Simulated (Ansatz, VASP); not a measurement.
## Cu in VASP and in Ansatz

```xyz
1
Lattice="-1.4870 1.4870 1.5737 1.4870 -1.4870 1.5737 1.4870 1.4870 -1.5737" Properties=species:S:1:pos:R:3 pbc="T T T"
Cu    0.0000    0.0000    0.0000
```

Alike in both runs: task single point; functional PBE; k mesh 24 × 24 × 24; occupations gaussian, width 0.15 eV; no spin polarisation.

|  | VASP | Ansatz |
| --- | --- | --- |
| version | VASP 6.6.1 | Ansatz 0.2.0 |
| potentials or method | VASP PAW PBE potentials, release 64 (Cu), cutoff 520 eV | scalar-relativistic, plane waves, PAW |
| valence electrons in the cell | 11 | 19 |

|  | VASP | Ansatz | Ansatz less VASP |
| --- | --- | --- | --- |
| gap on the k mesh at the Fermi level (eV) | none | none | - |
| pressure (GPa) | -13.2 | -14.1 | -0.93 |
| traceless stress, the component that is largest in VASP (GPa) | 0.60 | 0.60 | +0.003 |

A gap of «none» marks a metal or a gap that the smearing closes. VASP's potentials hold 11 valence electrons a cell and Ansatz's 19, so a difference there can come from the potentials and not from the codes.
